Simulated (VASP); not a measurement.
A run of VASP 6.6.1 is set up as follows.

File INCAR:

```
PREC = Accurate
ENCUT = 690
EDIFF = 1E-6
ISMEAR = -1
SIGMA = 0.1
LREAL = False
LASPH = True
NELM = 200
ALGO = Normal
ISIF = 2
LWAVE = False
LCHARG = True
ISPIN = 2
MAGMOM = 3
LORBIT = 11
LMAXMIX = 4
LDAU = True
LDAUTYPE = 2
LDAUL = 2
LDAUU = 6
LDAUJ = 0
LDAUPRINT = 1
GGA = PS
IVDW = 13
LELF = True
LVHAR = True
NBANDS = 18
GGA_COMPAT = False
```

File KPOINTS:

```
regular mesh
0
Gamma
  13 13 13
```

The input POSCAR:

```
Fe
1.0
   -1.4430000000      1.4430000000      1.4430000000
    1.4430000000     -1.4430000000      1.4430000000
    1.4430000000      1.4430000000     -1.4430000000
Fe
1
Direct
    0.0000000000      0.0000000000      0.0000000000
```

Potentials or basis: VASP PAW PBE potentials, release 64 (Fe_sv).

Run with:

```sh
$ cat potpaw_PBE.64/Fe_sv/POTCAR > POTCAR
$ mpirun -np 1 vasp_std > vasp.out
```

Problem. Estimate the site moments.

Solution. Fe +3.26 μB.

Problem. Estimate the net moment.

Solution. 3.05 μB per cell.

Problem. Predict the dispersion energy per atom.

Solution. -0.193 eV.

Problem. What does it give for the pressure?

Solution. 9.2 GPa.

Eigenvalues of the final occupation matrices:
```
    site  spin  trace               eigenvalues
site 1 d     1   4.40  0.87 0.87 0.87 0.89 0.89
site 1 d     2   1.10  0.15 0.15 0.27 0.27 0.27
```

Caveat: the cell stands under pressure; the PAW data sets were made with another functional, which shifts forces and pressure a little; the U is typed as a test and isn't derived for this compound. The state reached can hang on the start; a lower one may exist.
